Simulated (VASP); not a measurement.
Input of a VASP 6.6.1 run:

The input INCAR:

```
SYSTEM = MgCdO
PREC = Accurate
ENCUT = 520
EDIFF = 1E-6
ISMEAR = 0
SIGMA = 0.1
LREAL = .FALSE.
LASPH = .TRUE.
NELM = 80
ALGO = Normal
ISIF = 2
LWAVE = .FALSE.
LCHARG = .TRUE.
GGA = PE
LELF = .TRUE.
LVHAR = .TRUE.
NBANDS = 17
```

KPOINTS

```
regular mesh
0
G
  12 12 12
  0 0 0
```

File POSCAR:

```
MgCdO
1.0
    3.8839077304      0.0000000000      0.0000000000
   -1.9419538652      3.3635627605      0.0000000000
    0.0000000000      0.0000000000      4.0313534569
Mg Cd O
1 1 1
Direct
    0.0000000000      0.0000000000      0.5000000000
    0.3333333333      0.6666666667      0.0000000000
    0.6666666667      0.3333333333      0.0000000000
```

Potentials or basis: VASP PAW PBE potentials, release 64 (Mg, Cd, O).

Run with:

```bash
$ cat potpaw_PBE.64/Mg/POTCAR potpaw_PBE.64/Cd/POTCAR potpaw_PBE.64/O/POTCAR > POTCAR
$ mpirun -np 1 vasp_std > vasp.out
```

Task: What does it give for the band gap on the k mesh?

Result: Zero (band 10 reaches 3.65 eV, above the bottom of band 11 at 2.35 eV).

Task: Predict the pressure.

Result: 0.5 GPa.

Stress tensor (GPa, compression positive):
```
0.71 0.00 0.00
0.00 0.71 0.00
0.00 0.00 0.00
```
